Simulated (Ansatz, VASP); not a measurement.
# CF2: VASP beside Ansatz

```
C F
1.0
    15.00000    0.00000    0.00000
     0.00000   15.50000    0.00000
     0.00000    0.00000   16.00000
C F
1 2
Direct
  0.50115 0.49943 0.46729
  0.56783 0.50133 0.51472
  0.43103 0.49924 0.51799
```

Alike in both runs: task relaxation of the atoms; functional PBE; dispersion D3(BJ); k mesh 1 × 1 × 1; occupations gaussian, width 0.005 eV; no spin polarisation.

|  | VASP | Ansatz |
| --- | --- | --- |
| version | VASP 6.6.1 | Ansatz 0.2.0 |
| potentials or method | VASP PAW PBE potentials, release 64 (C, F), cutoff 520 eV | scalar-relativistic, plane waves, PAW |
| valence electrons in the cell | 18 | 18 |

```tsv
	VASP	Ansatz	Ansatz less VASP
gap on the k mesh at the Fermi level, each at its own relaxed structure (eV)	3.57	3.60	+0.024
```

Noted on VASP's run: the standard files for N, O and F lose accuracy on very short bonds.
